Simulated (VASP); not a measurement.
# H2C9 in VASP: further runs

The runs below take H2C9 through single point, with LDA.

All numbers are computed with VASP 6.6.1; they aren't measurements. Logs are shortened: lines on timing, memory, paths and dates and some standing lists are left out, and cuts for length are marked.

## Step 1: The cell of the first run

The cell holds a slab with vacuum, 22 atoms: a = 2.497 Å, b = 4.995 Å, c = 20.566 Å, α = 90.00°, β = 90.00°, γ = 90.00°.

## Step 2: Single point, LDA

Input file INCAR:

```
SYSTEM = H2C9
  ALGO = Normal
  DIPOL = 0.5 0.5 0.356
  EDIFF = 1E-6
  ENCUT = 520
  GGA = CA
  IDIPOL = 3
  ISIF = 2
  ISMEAR = 0
  LASPH = .True.
  LCHARG = .True.
  LDIPOL = .True.
  LELF = .True.
  LREAL = Auto
  LVACPOTAV = .True.
  LVHAR = .True.
  LWAVE = .False.
  NBANDS = 55
  NELM = 100
  PREC = Accurate
  SIGMA = 0.05
```

Input file KPOINTS:

```
k-points
0
Gamma
  10 5 1
  0 0 0
```

Input file POSCAR:

```
H2C9
1.0
    2.4973154970      0.0000000000      0.0000000000
    0.0000000000      4.9946309939      0.0000000000
    0.0000000000      0.0000000000     20.5658806949
C H
18 4
Direct
    0.0000000000      0.2500000000      0.2262196243
    0.0000000000      0.7500000000      0.2262196243
    0.0000000000      0.5000000000      0.2691516229
    0.0000000000      0.0000000000      0.2691516229
    0.5000000000      0.5000000000      0.3120836215
    0.5000000000      0.0000000000      0.3120836215
    0.5000000000      0.7500000000      0.3550156201
    0.5000000000      0.2500000000      0.3550156201
    0.0000000000      0.7541690862      0.3949694929
    0.0000000000      0.2457899267      0.3949674279
    0.0000000000     -0.0000140276      0.4396929780
    0.0000000000      0.4999391359      0.4317923517
    0.5000000000     -0.0000616272      0.4830618919
    0.5000000000      0.4999469629      0.4696192479
    0.5000000000      0.2660177669      0.5191234399
    0.5000000000      0.7337908848      0.5191053746
    0.0000000000      0.3644303302      0.5475344195
    0.0000000000      0.6354875894      0.5475344195
   -0.2843917683      0.2504266612      0.1890712551
    0.2843917683      0.2504266612      0.1890712551
    0.2843917683      0.7495733388      0.1890712551
   -0.2843917683      0.7495733388      0.1890712551
```

Potentials or basis: VASP PAW LDA potentials, release 64 (C, H).

Command:

```sh
$ cat potpaw_LDA.64/C/POTCAR potpaw_LDA.64/H/POTCAR > POTCAR
$ mpirun -np 1 vasp_std > vasp.out
```

OUTCAR:

```text
SYSTEM = H2C9
   EDIFF = 1E-6
   ENCUT = 520
   GGA = CA
   ISIF = 2
   ISMEAR = 0
   LASPH = .True.
   LREAL = Auto
   NELM = 100
   PREC = Accurate

 ion  position               nearest neighbor table
   1  0.000  0.250  0.226-  19 1.04  20 1.04   3 1.53   4 1.53
   2  0.000  0.750  0.226-  21 1.04  22 1.04   3 1.53   4 1.53
   3  0.000  0.500  0.269-   1 1.53   2 1.53   5 1.53   5 1.53
   4  0.000  0.000  0.269-   1 1.53   2 1.53   6 1.53   6 1.53
   5  0.500  0.500  0.312-   7 1.53   8 1.53   3 1.53   3 1.53
   6  0.500  0.000  0.312-   7 1.53   8 1.53   4 1.53   4 1.53
[... 8 lines left out ...]
  15  0.500  0.266  0.519-  17 1.46  17 1.46  13 1.52  14 1.55
  16  0.500  0.734  0.519-  18 1.46  18 1.46  13 1.52  14 1.55
  17  0.000  0.364  0.548-  18 1.35  15 1.46  15 1.46
  18  0.000  0.635  0.548-  17 1.35  16 1.46  16 1.46
  19  0.716  0.250  0.189-   1 1.04
  20  0.284  0.250  0.189-   1 1.04
  21  0.284  0.750  0.189-   2 1.04
  22  0.716  0.750  0.189-   2 1.04

  LATTYP: Found a simple orthorhombic cell.
 ALAT       =     2.4973154970
 B/A-ratio  =     2.0000000000
 C/A-ratio  =     8.2351952405

  Lattice vectors:

 A1 = (   2.4973154970,   0.0000000000,   0.0000000000)
 A2 = (   0.0000000000,   4.9946309939,   0.0000000000)
 A3 = (   0.0000000000,   0.0000000000,  20.5658806949)

Analysis of symmetry for initial positions (statically):
=====================================================================
 Subroutine PRICEL returns:
 Original cell was already a primitive cell.

 Routine SETGRP: Setting up the symmetry group for a
 simple orthorhombic supercell.

 Subroutine GETGRP returns: Found  2 space group operations
 (whereof  2 operations were pure point group operations)
 out of a pool of  8 trial point group operations.

The static configuration has the point symmetry C_1h.

Analysis of symmetry for dynamics (positions and initial velocities):
=====================================================================
 Subroutine PRICEL returns:
 Original cell was already a primitive cell.

 Routine SETGRP: Setting up the symmetry group for a
 simple orthorhombic supercell.

 Subroutine GETGRP returns: Found  2 space group operations
 (whereof  2 operations were pure point group operations)
 out of a pool of  8 trial point group operations.

The dynamic configuration has the point symmetry C_1h.

 Subroutine INISYM returns: Found  2 space group operations
 (whereof  2 operations are pure point group operations),
 and found     1 'primitive' translations

----------------------------------------------------------------------------------------

                                     Primitive cell

  volume of cell :     256.5217

  direct lattice vectors                    reciprocal lattice vectors
     2.497315497  0.000000000  0.000000000     0.400429982  0.000000000  0.000000000
     0.000000000  4.994630994  0.000000000     0.000000000  0.200214991  0.000000000
     0.000000000  0.000000000 20.565880695     0.000000000  0.000000000  0.048624225

  length of vectors
     2.497315497  4.994630994 20.565880695     0.400429982  0.200214991  0.048624225

  position of ions in fractional coordinates (direct lattice)
     0.000000000  0.250000000  0.226219624
     0.000000000  0.750000000  0.226219624
     0.000000000  0.500000000  0.269151623
     0.000000000  0.000000000  0.269151623
     0.500000000  0.500000000  0.312083622
     0.500000000  0.000000000  0.312083622
[... 14 lines left out ...]
     0.284391768  0.749573339  0.189071255
     0.715608232  0.749573339  0.189071255

  ion indices of the primitive-cell ions
   primitive index   ion index
                 1           1
                 2           2
                 3           3
                 4           4
                 5           5
                 6           6
[... 14 lines left out ...]
                21          21
                22          22

----------------------------------------------------------------------------------------

 KPOINTS: k-points

Automatic generation of k-mesh.
 Grid dimensions read from file:
 generate k-points for:   10    5    1

 Generating k-lattice:

  Cartesian coordinates                     Fractional coordinates (reciprocal lattice)
     0.040042998  0.000000000  0.000000000     0.100000000  0.000000000  0.000000000
     0.000000000  0.040042998  0.000000000     0.000000000  0.200000000  0.000000000
     0.000000000  0.000000000  0.048624225     0.000000000  0.000000000  1.000000000

  Length of vectors
     0.040042998  0.040042998  0.048624225

  Shift w.r.t. Gamma in fractional coordinates (k-lattice)
     0.000000000  0.000000000  0.000000000

 Subroutine IBZKPT returns following result:
 ===========================================

 Found     18 irreducible k-points:

 Following reciprocal coordinates:
            Coordinates               Weight
  0.000000  0.000000  0.000000      1.000000
  0.100000  0.000000  0.000000      2.000000
  0.200000  0.000000  0.000000      2.000000
  0.300000  0.000000  0.000000      2.000000
  0.400000  0.000000  0.000000      2.000000
  0.500000  0.000000  0.000000      1.000000
[... 10 lines left out ...]
  0.400000  0.400000  0.000000      4.000000
  0.500000  0.400000  0.000000      2.000000
   k-points           NKPTS =     18   k-points in BZ     NKDIM =     18   number of bands    NBANDS=     55
   number of dos      NEDOS =    301   number of ions     NIONS =     22
   total plane-waves  NPLWV = 128000
   dimension x,y,z NGX =    20 NGY =   40 NGZ =  160
   dimension x,y,z NGXF=    40 NGYF=   80 NGZF=  320
   ions per type =              18   4
   NGX,Y,Z   is equivalent  to a cutoff of  13.31, 13.31, 12.93 a.u.
   NGXF,Y,Z  is equivalent  to a cutoff of  26.63, 26.63, 25.87 a.u.
 SYSTEM =  H2C9
   PREC   = accura    normal or accurate (medium, high low for compatibility)
   ISTART =      0    job   : 0-new  1-cont  2-samecut
   ICHARG =      2    charge: 1-file 2-atom 10-const
   ISPIN  =      1    spin polarized calculation?
   LNONCOLLINEAR =      F non collinear calculations
   LSORBIT =      F    spin-orbit coupling
   LASPH  =      T    aspherical Exc in radial PAW
   ENCUT  =  520.0 eV  38.22 Ry    6.18 a.u.   4.64  9.29 38.24*2*pi/ulx,y,z
   NELM   =    100;   NELMIN=  2; NELMDL= -5     # of ELM steps
   EDIFF  = 0.1E-05   stopping-criterion for ELM
   LREAL  =      T    real-space projection
   EDIFFG = 0.1E-04   stopping-criterion for IOM
   NSW    =      0    number of steps for IOM
   IBRION =     -1    ionic relax: 0-MD 1-quasi-New 2-CG
   NFREE  =      0    steps in history (QN), initial steepest desc. (CG)
   ISIF   =      2    stress and relaxation
   ISYM   =      2    0-nonsym 1-usesym 2-fastsym
   POTIM  = 0.5000    time-step for ionic-motion
   TEBEG  =    0.0;   TEEND  =   0.0 temperature during run
   PSTRESS=    0.0 pullay stress
   NELECT =      76.0000    total number of electrons
   NUPDOWN=      -1.0000    fix difference up-down
   EMIN   =  10.00;   EMAX   =-10.00  energy-range for DOS
   EFERMI =   0.00;   METHOD = LEGACY
   ISMEAR =     0;   SIGMA  =   0.05  broadening in eV -4-tet -1-fermi 0-gaus
   EFERMI_NEDOS =   21; number of points for ismear=-14 and -15
   IALGO  =     38    algorithm
   IMIX   =      4    mixing-type and parameters
     AMIX     =   0.40;   BMIX     =  1.00
     AMIX_MAG =   1.60;   BMIX_MAG =  1.00
  volume/ion in A,a.u.               =      11.66        78.69
  Fermi-wavevector in a.u.,A,eV,Ry     =   1.091368  2.062387 16.205691  1.191085
  Thomas-Fermi vector in A             =   2.227612
   LORBIT       =      0    0 simple, 1 ext, 2 COOP (PROOUT), +10 PAW based schemes
   GGA     = CA    functional components
   LHFCALC =     F    Hartree Fock is set to
   AEXX    =    0.0000 exact exchange contribution
   IVDW    =     0    specifies the selected vdW correction
   LEPSILON=     F    determine dielectric tensor
   LRPA    =     F    only Hartree local field effects (RPA)
 non-spin polarized calculation
 Gauss-broadening in eV      SIGMA  =   0.05
  energy-cutoff  :      520.00
  volume of cell :      256.52
 maximum number of plane-waves:      6975
 NGX is ok and might be reduce to    20
   NGX =  9   NGY = 19   NGZ = 77

 dipolmoment           0.000000      0.000000     -0.000136 electrons x Angstroem

 number of electron      76.0000015 magnetization

 dipolmoment           0.000000      0.000000      0.256284 electrons x Angstroem

 Free energy of the ion-electron system (eV)
  ---------------------------------------------------
  ext. energy  EPLUGINS =         0.00000000
  ---------------------------------------------------
  free energy    TOTEN  =      -187.58492043 eV

  energy without entropy =     -187.58492043  energy(sigma->0) =     -187.58492043

 E-fermi :   2.4126     XC(G=0):  -6.4539

 val. band max:        2.1705596748   @ k =   0.1000   0.0000   0.0000
 cond. band min:       3.3095750404   @ k =   0.0000   0.0000   0.0000
 fundamental gap:      1.1390153656
 Fermi energy:         2.4125670149

 k-point     1 :       0.0000    0.0000    0.0000
  band No.  band energies     occupation
      1     -20.4535      2.00000
      2     -19.1270      2.00000
      3     -17.4205      2.00000
      4     -15.7232      2.00000
      5     -15.7003      2.00000
      6     -15.0886      2.00000
[... 42 lines left out ...]
     49       7.8288      0.00000
     50       7.9810      0.00000

 k-point     2 :       0.1000    0.0000    0.0000
  band No.  band energies     occupation
      1     -20.2666      2.00000
      2     -18.9419      2.00000
      3     -17.2391      2.00000
      4     -15.5451      2.00000
      5     -15.5232      2.00000
      6     -14.9124      2.00000
[... 840 lines left out ...]
 k-point    18 :       0.5000    0.4000    0.0000
  band No.  band energies     occupation
      1     -15.4076      2.00000
      2     -15.3663      2.00000
      3     -14.3847      2.00000
      4     -14.2537      2.00000
      5     -13.8358      2.00000
      6     -13.7477      2.00000
[... 42 lines left out ...]
     49       9.7377      0.00000
     50      10.0622      0.00000
 [bands above 50 left out]

------------------------ aborting loop because EDIFF is reached ----------------------------------------

  FORCE on cell =-STRESS in cart. coord.  units (eV):
  Direction    XX          YY          ZZ          XY          YZ          ZX
  --------------------------------------------------------------------------------------
  -------------------------------------------------------------------------------------
  Total       42.6433194      1.8041084     18.8291871      0.0000000      0.0190600      0.0000000
  in kB      266.3406490     11.2680580    117.6028973      0.0000000      0.1190445      0.0000000
  external PRESSURE =     131.7372014 kB  Pullay stress =       0.0000000 kB

 VOLUME and BASIS-vectors are now :
 -----------------------------------------------------------------------------
  energy-cutoff  :      520.00
  volume of cell :      256.52
      direct lattice vectors                 reciprocal lattice vectors
     2.497315497  0.000000000  0.000000000     0.400429982  0.000000000  0.000000000
     0.000000000  4.994630994  0.000000000     0.000000000  0.200214991  0.000000000
     0.000000000  0.000000000 20.565880695     0.000000000  0.000000000  0.048624225

 POSITION                                       TOTAL-FORCE (eV/Angst)
 -----------------------------------------------------------------------------------
      0.00000      1.24866      4.65241         0.000000     -0.007425      1.900027
      0.00000      3.74597      4.65241         0.000000      0.007326      1.900021
      0.00000      2.49732      5.53534         0.000000     -0.000225     -1.795524
      0.00000      0.00000      5.53534         0.000000     -0.000264     -1.861680
      1.24866      2.49732      6.41827         0.000000     -0.000005     -0.308493
      1.24866      0.00000      6.41827         0.000000     -0.000014     -0.790622
[... 14 lines left out ...]
      0.71022      3.74384      3.88842         0.034150     -0.003021     -0.032823
      1.78710      3.74384      3.88842        -0.034150     -0.003021     -0.032823
 -----------------------------------------------------------------------------------
    total drift:                                0.000000      0.000884     -0.029075

  FREE ENERGIE OF THE ION-ELECTRON SYSTEM (eV)
  ---------------------------------------------------
  free  energy   TOTEN  =      -187.5849204345 eV

  energy  without entropy=     -187.5849204345  energy(sigma->0) =     -187.58492043

 vacuum level on the upper side and lower side of the slab         7.708         3.989
```

Run time: 6.4 min. Hardware: 1 thread of Intel Xeon 6975P-C (Granite Rapids), shared host; peak memory 0.36 GiB.

Results:

- Free energy: -187.5849 eV
- Largest force: 2.670 eV/Å
- Band gap on the k mesh: 1.14 eV (least direct gap 1.16 eV)

Forces in eV/Å, atoms in the order of the input:
```
C    0.000 -0.007  1.900
C    0.000  0.007  1.900
C    0.000  0.000 -1.796
C    0.000  0.000 -1.862
C    0.000  0.000 -0.308
C    0.000  0.000 -0.791
C    0.000  1.161 -2.144
C    0.000 -1.165 -2.146
C    0.000  0.018  0.008
C    0.000 -0.022  0.007
C    0.000 -0.005  0.006
C    0.000  0.006  0.007
C    0.000  0.001  0.006
C    0.000 -0.004 -0.008
C    0.000 -0.054  0.004
C    0.000  0.070  0.010
C    0.000 -0.060  2.669
C    0.000  0.053  2.669
H   -0.034  0.003 -0.033
H    0.034  0.003 -0.033
H    0.034 -0.003 -0.033
H   -0.034 -0.003 -0.033
```

## Step 3: Single point, LDA

Input file INCAR:

```
ALGO = Normal
DIPOL = 0.5 0.5 0.357
EDIFF = 1E-6
ENCUT = 520
GGA = CA
IDIPOL = 3
ISIF = 2
ISMEAR = 0
LASPH = True
LCHARG = True
LDIPOL = True
LELF = True
LREAL = Auto
LVACPOTAV = True
LVHAR = True
LWAVE = False
NBANDS = 55
NELM = 80
PREC = Accurate
SIGMA = 0.05
```

Input file KPOINTS:

```
k-points
0
Gamma
  10 5 1
```

Input file POSCAR:

```
H2C9
1.0
    2.4973154970      0.0000000000      0.0000000000
    0.0000000000      4.9946309939      0.0000000000
    0.0000000000      0.0000000000     20.5658806949
C H
18 4
Direct
    0.0000000000      0.2500000000      0.2262196243
    0.0000000000      0.7500000000      0.2262196243
    0.0000000000      0.5000000000      0.2691516229
    0.0000000000      0.0000000000      0.2691516229
    0.5000000000      0.5000000000      0.3120836215
    0.5000000000      0.0000000000      0.3120836215
    0.5000000000      0.7500000000      0.3550156201
    0.5000000000      0.2500000000      0.3550156201
    0.0000000000      0.7538220242      0.3955038354
    0.0000000000      0.2460267703      0.3958787542
    0.0000000000     -0.0022642358      0.4408903579
    0.0000000000      0.5012852892      0.4332174278
    0.5000000000     -0.0034172102      0.4848146548
    0.5000000000      0.5033198089      0.4716698380
    0.5000000000      0.2632935994      0.5202488753
    0.5000000000      0.7304078018      0.5228936504
    0.0000000000      0.3630859869      0.5475344195
    0.0000000000      0.6342160980      0.5546335562
   -0.2843917683      0.2504266612      0.1890712551
    0.2843917683      0.2504266612      0.1890712551
    0.2843917683      0.7495733388      0.1890712551
   -0.2843917683      0.7495733388      0.1890712551
```

Potentials or basis: VASP PAW LDA potentials, release 64 (C, H).

Command:

```sh
$ cat potpaw_LDA.64/C/POTCAR potpaw_LDA.64/H/POTCAR > POTCAR
$ mpirun -np 1 vasp_std > vasp.out
```

Wall time 5.5 min (1 thread of Intel Xeon 6975P-C (Granite Rapids), shared host); peak memory 0.35 GiB.

The run converged. Its results:

```yaml
Free_energy: -187.8215 eV
Largest_force: 3.434 eV/Å
Band_gap_on_the_k_mesh: 1.20 eV (least direct gap 1.21 eV)
```

Forces on the atoms (eV/Å):
```
C    0.000 -0.005  1.899
C    0.000  0.006  1.904
C    0.000 -0.007 -1.793
C    0.000  0.008 -1.853
C    0.000  0.002 -0.209
C    0.000  0.002 -0.654
C    0.000  1.082 -1.737
C    0.000 -1.087 -1.462
C    0.000  0.023  0.003
C    0.000 -0.024  0.006
C    0.000  0.001  0.009
C    0.000 -0.001 -0.010
C    0.000 -0.005  0.017
C    0.000  0.004 -0.002
C    0.000 -0.060  0.012
C    0.000  0.063  0.011
C    0.000 -0.053  3.433
C    0.000  0.052  0.561
H   -0.034  0.003 -0.034
H    0.034  0.003 -0.034
H    0.034 -0.002 -0.034
H   -0.034 -0.002 -0.034
```

Levels at points of the mesh, in eV from the valence-band top:
| k point | band 34 | band 35 | band 36 | band 37 | band 38 | band 39 | band 40 | band 41 | band 42 | band 43 |
| --- | --- | --- | --- | --- | --- | --- | --- | --- | --- | --- |
| (0.00, 0.00, 0.00) | -1.67 | -1.55 | -0.46 | -0.04 | -0.01 | 1.20 | 2.65 | 3.01 | 3.55 | 3.60 |
| (0.50, 0.00, 0.00) | -3.94 | -3.56 | -3.34 | -2.99 | -1.89 | 1.36 | 3.95 | 4.06 | 4.77 | 5.72 |
